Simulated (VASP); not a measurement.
**PtS2: single point with PBEsol+U**

The system is PtS2.

```
CELL_PARAMETERS angstrom
3.54320 0.00000 0.00000
-1.77160 3.06850 0.00000
0.00000 0.00000 5.03880
ATOMIC_POSITIONS crystal
Pt 0.00000 0.00000 0.00000
S 0.66667 0.33333 0.77300
S 0.33333 0.66667 0.22700
```

```yaml
Program: VASP 6.6.1
Task: single point
Functional: PBEsol
Potentials_or_basis: VASP PAW PBE potentials, release 64 (Pt_sv_GW, S)
Cutoff: 570 eV
k_mesh: 9 × 9 × 5
Occupations: fermi-dirac, width 0.05 eV
Spin: no spin polarisation
Hubbard_terms: Pt d U = 5.0 eV
Dipole_correction: no
Further_INCAR_settings: ALGO = Normal; EDIFF = 1e-06; NBANDS = 22
```

The pressure is 4.9 GPa and the largest force is 0.970 eV/Å. The band gap on the k mesh is 0.99 eV (least direct gap 1.11 eV).

Forces on the atoms (eV/Å):
```
Pt   0.000  0.000  0.000
S    0.000  0.000 -0.970
S    0.000  0.000  0.970
```

Stress tensor (GPa, compression positive):
```
4.48 0.00 0.00
0.00 4.48 0.00
0.00 0.00 5.85
```

Levels at points of the mesh, in eV from the valence-band top:
```
           k point  band 11  band 12  band 13  band 14  band 15  band 16  band 17  band 18  band 19  band 20
(0.00, 0.00, 0.00)    -5.03    -2.50    -1.07    -1.07    -0.08     2.44     2.44     4.75     5.67     7.97
```

Eigenvalues of the final occupation matrices:
| site | spin | trace | eigenvalues |
| --- | --- | --- | --- |
| site 1 d | 1 | 3.93 | 0.61 0.61 0.91 0.91 0.91 |
| site 1 d | 2 | 3.93 | 0.61 0.61 0.91 0.91 0.91 |

It took 45 s on 1 thread of Intel(R) Xeon(R) Platinum 8488C (Sapphire Rapids), with other jobs on the host, peak memory 0.22 GiB.

Caveat: the cell stands under pressure; the PAW data sets were made with another functional, which shifts forces and pressure a little; spin-orbit coupling is left out, which moves the levels of the heavy elements. A k mesh can miss the band edges.
